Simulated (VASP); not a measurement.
# AlP (v.bA) (F-43m) in VASP: further runs, part 2 of 2

VASP 6.6.1. Earlier steps stand in the parts before.

### Step 4. Relaxation of cell and atoms, PBE

The input, INCAR:

```
PREC = Accurate
ENCUT = 500
EDIFF = 1E-7
ISMEAR = 0
SIGMA = 0.02
LREAL = False
LASPH = True
NELM = 120
ALGO = Normal
ISIF = 3
LWAVE = False
LCHARG = False
GGA = PE
IBRION = 2
NSW = 100
EDIFFG = -0.002
GGA_COMPAT = False
NELMIN = 4
```

The input, KPOINTS:

```
regular mesh
0
Gamma
  8 8 8
```

The input, POSCAR:

```
AlP
1.0
    0.0000000000      2.7350000000      2.7350000000
    2.7350000000      0.0000000000      2.7350000000
    2.7350000000      2.7350000000      0.0000000000
Al P
1 1
Direct
    0.0000000000      0.0000000000      0.0000000000
    0.2500000000      0.2500000000      0.2500000000
```

Potentials or basis: VASP PAW PBE potentials, release 64 (Al, P).

Command:

```console
$ cat potpaw_PBE.64/Al/POTCAR potpaw_PBE.64/P/POTCAR > POTCAR
$ mpirun -np 1 vasp_std > vasp.out
```

OUTCAR:

```text
PREC = Accurate
   ENCUT = 500
   EDIFF = 1E-7
   ISMEAR = 0
   LREAL = False
   LASPH = True
   NELM = 120
   ISIF = 3
   GGA = PE
   IBRION = 2
   NSW = 100
   EDIFFG = -0.002
   NELMIN = 4

 ion  position               nearest neighbor table
   1  0.000  0.000  0.000-   2 2.37   2 2.37   2 2.37   2 2.37
   2  0.250  0.250  0.250-   1 2.37   1 2.37   1 2.37   1 2.37

  LATTYP: Found a face centered cubic cell.
 ALAT       =     5.4700000000

  Lattice vectors:

 A1 = (   0.0000000000,   2.7350000000,   2.7350000000)
 A2 = (   2.7350000000,   0.0000000000,   2.7350000000)
 A3 = (   2.7350000000,   2.7350000000,   0.0000000000)

Analysis of symmetry for initial positions (statically):
=====================================================================
 Subroutine PRICEL returns:
 Original cell was already a primitive cell.

 Routine SETGRP: Setting up the symmetry group for a
 face centered cubic supercell.

 Subroutine GETGRP returns: Found 24 space group operations
 (whereof 24 operations were pure point group operations)
 out of a pool of 48 trial point group operations.

The static configuration has the point symmetry T_d .

Analysis of symmetry for dynamics (positions and initial velocities):
=====================================================================
 Subroutine PRICEL returns:
 Original cell was already a primitive cell.

 Routine SETGRP: Setting up the symmetry group for a
 face centered cubic supercell.

 Subroutine GETGRP returns: Found 24 space group operations
 (whereof 24 operations were pure point group operations)
 out of a pool of 48 trial point group operations.

The dynamic configuration has the point symmetry T_d .

 Subroutine INISYM returns: Found 24 space group operations
 (whereof 24 operations are pure point group operations),
 and found     1 'primitive' translations

----------------------------------------------------------------------------------------

                                     Primitive cell

  volume of cell :      40.9168

  direct lattice vectors                    reciprocal lattice vectors
     0.000000000  2.735000000  2.735000000    -0.182815356  0.182815356  0.182815356
     2.735000000  0.000000000  2.735000000     0.182815356 -0.182815356  0.182815356
     2.735000000  2.735000000  0.000000000     0.182815356  0.182815356 -0.182815356

  length of vectors
     3.867874093  3.867874093  3.867874093     0.316645486  0.316645486  0.316645486

  position of ions in fractional coordinates (direct lattice)
     0.000000000  0.000000000  0.000000000
     0.250000000  0.250000000  0.250000000

  ion indices of the primitive-cell ions
   primitive index   ion index
                 1           1
                 2           2

----------------------------------------------------------------------------------------

 KPOINTS: regular mesh

Automatic generation of k-mesh.
 Grid dimensions read from file:
 generate k-points for:    8    8    8

 Generating k-lattice:

  Cartesian coordinates                     Fractional coordinates (reciprocal lattice)
[... 44 lines left out ...]
   total plane-waves  NPLWV =  21952
   dimension x,y,z NGX =    28 NGY =   28 NGZ =   28
   dimension x,y,z NGXF=    56 NGYF=   56 NGZF=   56
   ions per type =               1   1
   NGX,Y,Z   is equivalent  to a cutoff of  12.03, 12.03, 12.03 a.u.
   NGXF,Y,Z  is equivalent  to a cutoff of  24.07, 24.07, 24.07 a.u.
 SYSTEM =  unknown system
   PREC   = accura    normal or accurate (medium, high low for compatibility)
   ISTART =      0    job   : 0-new  1-cont  2-samecut
   ICHARG =      2    charge: 1-file 2-atom 10-const
   ISPIN  =      1    spin polarized calculation?
   LNONCOLLINEAR =      F non collinear calculations
   LSORBIT =      F    spin-orbit coupling
   LASPH  =      T    aspherical Exc in radial PAW
   ENCUT  =  500.0 eV  36.75 Ry    6.06 a.u.   7.05  7.05  7.05*2*pi/ulx,y,z
   NELM   =    120;   NELMIN=  4; NELMDL= -5     # of ELM steps
   EDIFF  = 0.1E-06   stopping-criterion for ELM
   LREAL  =      F    real-space projection
   EDIFFG = -.2E-02   stopping-criterion for IOM
   NSW    =    100    number of steps for IOM
   IBRION =      2    ionic relax: 0-MD 1-quasi-New 2-CG
   NFREE  =      1    steps in history (QN), initial steepest desc. (CG)
   ISIF   =      3    stress and relaxation
   ISYM   =      2    0-nonsym 1-usesym 2-fastsym
   POTIM  = 0.5000    time-step for ionic-motion
   TEBEG  =    0.0;   TEEND  =   0.0 temperature during run
   PSTRESS=    0.0 pullay stress
   NELECT =       8.0000    total number of electrons
   NUPDOWN=      -1.0000    fix difference up-down
   EMIN   =  10.00;   EMAX   =-10.00  energy-range for DOS
   EFERMI =   0.00;   METHOD = LEGACY
   ISMEAR =     0;   SIGMA  =   0.02  broadening in eV -4-tet -1-fermi 0-gaus
   EFERMI_NEDOS =   21; number of points for ismear=-14 and -15
   IALGO  =     38    algorithm
   IMIX   =      4    mixing-type and parameters
     AMIX     =   0.40;   BMIX     =  1.00
     AMIX_MAG =   1.60;   BMIX_MAG =  1.00
  volume/ion in A,a.u.               =      20.46       138.06
  Fermi-wavevector in a.u.,A,eV,Ry     =   0.950176  1.795573 12.283814  0.902835
  Thomas-Fermi vector in A             =   2.078528
   LORBIT       =      0    0 simple, 1 ext, 2 COOP (PROOUT), +10 PAW based schemes
   GGA     = PE    functional components
   LHFCALC =     F    Hartree Fock is set to
   AEXX    =    0.0000 exact exchange contribution
   IVDW    =     0    specifies the selected vdW correction
   LEPSILON=     F    determine dielectric tensor
   LRPA    =     F    only Hartree local field effects (RPA)
 conjugate gradient relaxation of ions
 non-spin polarized calculation
 Gauss-broadening in eV      SIGMA  =   0.02
  energy-cutoff  :      500.00
  volume of cell :       40.92
 maximum number of plane-waves:      1056
   NGX = 15   NGY = 15   NGZ = 15

--------------------------------------- Ionic step        1  -------------------------------------------

 number of electron       8.0000000 magnetization

 Free energy of the ion-electron system (eV)
  ---------------------------------------------------
  ext. energy  EPLUGINS =         0.00000000
  ---------------------------------------------------
  free energy    TOTEN  =       -10.37253255 eV

  energy without entropy =      -10.37253255  energy(sigma->0) =      -10.37253255

------------------------ aborting loop because EDIFF is reached ----------------------------------------

  FORCE on cell =-STRESS in cart. coord.  units (eV):
  Direction    XX          YY          ZZ          XY          YZ          ZX
  --------------------------------------------------------------------------------------
  -------------------------------------------------------------------------------------
  Total        0.4290311      0.4290311      0.4290311      0.0000000      0.0000000     -0.0000000
  in kB       16.7995377     16.7995377     16.7995377      0.0000000      0.0000000     -0.0000000
  external PRESSURE =      16.7995377 kB  Pullay stress =       0.0000000 kB
[... 59 lines left out ...]
--------------------------------------- Ionic step        3  -------------------------------------------

 number of electron       8.0000001 magnetization

 Free energy of the ion-electron system (eV)
  ---------------------------------------------------
  ext. energy  EPLUGINS =         0.00000000
  ---------------------------------------------------
  free energy    TOTEN  =       -10.37666657 eV

  energy without entropy =      -10.37666657  energy(sigma->0) =      -10.37666657

 E-fermi :   4.4378     XC(G=0):  -9.1122

 val. band max:        4.3548633867   @ k =   0.0000   0.0000   0.0000
 cond. band min:       5.9826790498   @ k =   0.5000   0.5000   0.0000
 fundamental gap:      1.6278156631
 Fermi energy:         4.4378191758

 k-point     1 :       0.0000    0.0000    0.0000
  band No.  band energies     occupation
      1      -7.0093      2.00000
      2       4.3549      2.00000
      3       4.3549      2.00000
      4       4.3549      2.00000
      5       7.4484      0.00000
      6       8.8813      0.00000
      7       8.8813      0.00000
      8       8.8813      0.00000
[... 243 lines left out ...]
 k-point    24 :      -0.3750    0.2500    0.1250
  band No.  band energies     occupation
      1      -5.0894      2.00000
      2      -0.7222      2.00000
      3       1.8178      2.00000
      4       2.9103      2.00000
      5       8.2754      0.00000
      6       8.8529      0.00000
      7      11.1634      0.00000
      8      11.9785      0.00000

 [... further k-points ...]

------------------------ aborting loop because EDIFF is reached ----------------------------------------

  FORCE on cell =-STRESS in cart. coord.  units (eV):
  Direction    XX          YY          ZZ          XY          YZ          ZX
  --------------------------------------------------------------------------------------
  -------------------------------------------------------------------------------------
  Total        0.0011183      0.0011183      0.0011183      0.0000000      0.0000000     -0.0000000
  in kB        0.0429462      0.0429462      0.0429462      0.0000000      0.0000000     -0.0000000
  external PRESSURE =       0.0429462 kB  Pullay stress =       0.0000000 kB
[... 17 lines left out ...]
  FREE ENERGIE OF THE ION-ELECTRON SYSTEM (eV)
  ---------------------------------------------------
  free  energy   TOTEN  =       -10.3766665674 eV

  energy  without entropy=      -10.3766665674  energy(sigma->0) =      -10.37666657

 reached required accuracy - stopping structural energy minimisation
```

OSZICAR:

```text
N       E                     dE             d eps       ncg     rms          rms(c)
DAV:   1     0.116979889180E+02    0.11698E+02   -0.30616E+03   464   0.732E+02
DAV:   2    -0.102255402963E+02   -0.21924E+02   -0.21033E+02   656   0.900E+01
DAV:   3    -0.107187743018E+02   -0.49323E+00   -0.49323E+00   592   0.182E+01
[... 27 lines left out ...]
DAV:   4    -0.103766698819E+02    0.14118E-04   -0.24797E-05   568   0.360E-02    0.287E-02
DAV:   5    -0.103766658178E+02    0.40641E-05   -0.86716E-06   536   0.178E-02    0.118E-02
DAV:   6    -0.103766664084E+02   -0.59064E-06   -0.39154E-07   592   0.482E-03    0.435E-03
DAV:   7    -0.103766666155E+02   -0.20711E-06   -0.81003E-08   464   0.179E-03    0.152E-03
DAV:   8    -0.103766665674E+02    0.48091E-07   -0.19384E-09   232   0.333E-04
   3 F= -.10376667E+02 E0= -.10376667E+02  d E =-.413402E-02
```

Wall time 14 s (1 thread of Intel Xeon Platinum 8559C (Emerald Rapids), shared host); peak memory 0.15 GiB.

Results:

```yaml
Free_energy: -10.3767 eV
Relaxed_volume: 20.86 Å³/atom
Relaxed_cell: a = 3.893 Å, b = 3.893 Å, c = 3.893 Å, α = 60.00°, β = 60.00°, γ = 60.00°
Space_group_after_relaxing_to_0.05_Å: F-43m (No. 216)
Energy_gained_by_relaxing: 2.1 meV/atom
Ionic_steps: 3
Pressure_after_relaxing: 0.0 GPa
Band_gap_on_the_k_mesh: 1.63 eV, indirect (least direct gap 3.09 eV)
```

Step by step:
| step | energy change (eV) | largest force (eV/Å) | pressure (GPa) | volume (Å³) |
| --- | --- | --- | --- | --- |
| 1 | 0.0000 | 0.0000 | 1.68 | 40.92 |
| 2 | -0.0027 | 0.0000 | -0.92 | 42.20 |
| 3 | -0.0041 | 0.0000 | 0.00 | 41.72 |

Final structure:
```xyz
2
Lattice="0.0000 2.7528 2.7528 2.7528 0.0000 2.7528 2.7528 2.7528 0.0000" Properties=species:S:1:pos:R:3 pbc="T T T"
Al    0.0000    0.0000    0.0000
P     1.3764    1.3764    1.3764
```

A k mesh can miss the band edges.

### Step 5. Summary

| task | cell | k mesh | smearing | gap on the mesh (eV) | pressure (GPa) |
| --- | --- | --- | --- | --- | --- |
| single point | a = 3.868 Å, angles 60.0°, 2 atoms | 6 × 6 × 6 | gaussian 0.1 eV | 1.59 | 1.7 |
| single point | a = 3.894 Å, angles 60.0°, 2 atoms | 8 × 8 × 8 | gaussian 0.02 eV | 1.63 | -0.1 |
| relaxation of cell and atoms | relaxed from a = 3.868 Å, angles 60.0°, 2 atoms | 8 × 8 × 8 | gaussian 0.02 eV | 1.63 | 0.0 |

Alike in all rows: level PBE; potentials or basis VASP PAW PBE potentials, release 64 (Al, P); no spin polarisation; cutoff (eV) 500.

Absolute energies hang on the potentials; compare differences alone.
